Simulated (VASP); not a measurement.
Runs of VASP 6.6.1 on Se. The structure is that of space group Im-3m (No. 229), or close to it. The cells are those of the table. 

```tsv
cell	gap on the mesh (eV)	pressure (GPa)
a = 2.956 Å, angles 109.5°, 1 atom	none	(b)
a = 3.075 Å, angles 109.5°, 1 atom	none	-4.1
a = 2.997 Å, angles 109.5°, 1 atom	none	0.3
a = 3.112 Å, angles 109.5°, 1 atom	none	(a)
a = 3.036 Å, angles 109.5°, 1 atom	none	-2.2
a = 2.872 Å, angles 109.5°, 1 atom	none	12.1
```

Alike in all rows: task single point; level revPBE; potentials or basis VASP PAW PBE potentials, release 64 (Se); no spin polarisation; k mesh 14 × 14 × 14; cutoff (eV) 520; smearing fermi-dirac 0.1 eV.

**Question.** Estimate the missing entries.

**Answer.** (a) -5.6; (b) 3.4.

Caveats: the PAW data sets were made with another functional, which shifts forces and pressure a little.

A k mesh can miss the band edges, and the runs leave out spin-orbit coupling on Se.

A gap of «none» marks levels without a gap at the run's occupations.
